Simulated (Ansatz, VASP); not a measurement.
One calculation of SiC, two programs

The input INCAR:

```
  PREC = Accurate
  ENCUT = 520
  EDIFF = 1E-7
  ISMEAR = 0
  SIGMA = 0.02
  LREAL = False
  LASPH = True
  NELM = 120
  ALGO = Normal
  ISIF = 2
  LWAVE = False
  LCHARG = False
  GGA = PE
  IBRION = 2
  NSW = 60
  EDIFFG = -0.002
  GGA_COMPAT = False
  NELMIN = 4
```

File KPOINTS:

```
regular mesh
0
Gamma
  9 9 9
```

File POSCAR:

```
SiC
1.0
   -0.0028224681      2.2089484927      2.2089484927
    2.2089484927     -0.0028224681      2.2089484927
    2.2089484927      2.2089484927     -0.0028224681
Si C
1 1
Direct
   -0.0004824850     -0.0004824850     -0.0004824850
    0.2504824850      0.2504824850      0.2504824850
```

Input for Ansatz:

```yaml
crystal:
  lattice:
    - [-0.0028224681, 2.2089484927, 2.2089484927]
    - [2.2089484927, -0.0028224681, 2.2089484927]
    - [2.2089484927, 2.2089484927, -0.0028224681]
  atoms:
    - { symbol: Si, position: [-0.000482485, -0.000482485, -0.000482485] }
    - { symbol: C, position: [0.250482485, 0.250482485, 0.250482485] }
basis:
  ecutwfc: 420
kpoints:
  mp_grid: { grid: [9, 9, 9] }
hamiltonian:
  xc: pbe
scf:
  occupations: { method: gaussian, width: 0.02 }
output:
  forces: true
  stress: true
  eigenvalues: true
relax:
  adjacent_minimum: "off"
  f_tol: 0.002
  max_steps: 40
```

Change from the starting cell: strained cell.

Alike in both runs: task relaxation of the atoms; functional PBE; k mesh 9 × 9 × 9; occupations gaussian, width 0.02 eV; no spin polarisation.

|  | VASP | Ansatz |
| --- | --- | --- |
| version | VASP 6.6.1 | Ansatz 0.2.0 |
| potentials or method | VASP PAW PBE potentials, release 64 (Si, C), cutoff 520 eV | scalar-relativistic, plane waves, PAW |
| valence electrons in the cell | 8 | 8 |

|  | VASP | Ansatz | Ansatz less VASP |
| --- | --- | --- | --- |
| gap on the k mesh at the Fermi level, each at its own relaxed structure (eV) | 1.52 | 1.52 | +0.002 |

Ansatz's warnings: stress scf threshold loose.
